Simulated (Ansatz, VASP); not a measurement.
# Bi3S in VASP and in Ansatz

```
CELL_PARAMETERS angstrom
3.71255 0.00000 0.00000
0.00000 3.71255 0.00000
0.00000 0.00000 7.96668
ATOMIC_POSITIONS crystal
Bi 0.00000 0.00000 0.71632
Bi 0.00000 0.00000 0.28368
Bi 0.50000 0.50000 0.00000
S 0.50000 0.50000 0.50000
```

Change from the starting cell: species swapped into the MnFe3 type (P4/mmm, No. 123).

Alike in both runs: functional PBE; k mesh 12 × 12 × 6; occupations gaussian, width 0.1 eV; no spin polarisation.

Ansatz relaxed the structure, and its values are those at the end. VASP's run is a single point on that final structure, the one shown.

```csv
,VASP,Ansatz
version,VASP 6.6.1,Ansatz 0.2.0
potentials or method,"VASP PAW PBE potentials, release 64 (Bi_d, S), cutoff 520 eV","scalar-relativistic, plane waves, PAW"
valence electrons in the cell,51,51
```

```csv
,VASP,Ansatz,Ansatz less VASP
gap on the k mesh at the Fermi level (eV),none,none,-
pressure (GPa),-0.1,0.0,+0.07
```

A gap of «none» marks a metal or a gap that the smearing closes.

Neither program's run includes spin-orbit coupling.
